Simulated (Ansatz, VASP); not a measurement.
**Ge: VASP beside Ansatz**

```
Ge
1.0
     0.00000    2.88073    2.88073
     2.88073    0.00000    2.88073
     2.88073    2.88073    0.00000
Ge
2
Direct
  0.87500 0.87500 0.87500
  0.12500 0.12500 0.12500
```

Alike in both runs: functional PBE; k mesh 12 × 12 × 12; occupations fermi-dirac, width 0.05 eV; no spin polarisation.

Ansatz relaxed the structure, and its values are those at the end. VASP's run is a single point on that final structure, the one shown.

|  | VASP | Ansatz |
| --- | --- | --- |
| version | VASP 6.6.1 | Ansatz 0.2.0 |
| potentials or method | VASP PAW PBE potentials, release 64 (Ge_d) | PAW with Ansatz's default frozen-core files, scalar-relativistic |
| plane-wave cutoff (eV) | 520 | 420 |
| valence electrons in the cell | 28 | 28 |

```csv
,VASP,Ansatz,Ansatz less VASP
pressure (GPa),-0.1,0.0,+0.10
```

The functional is the same, so the differences come from potentials, cutoffs and numerics.
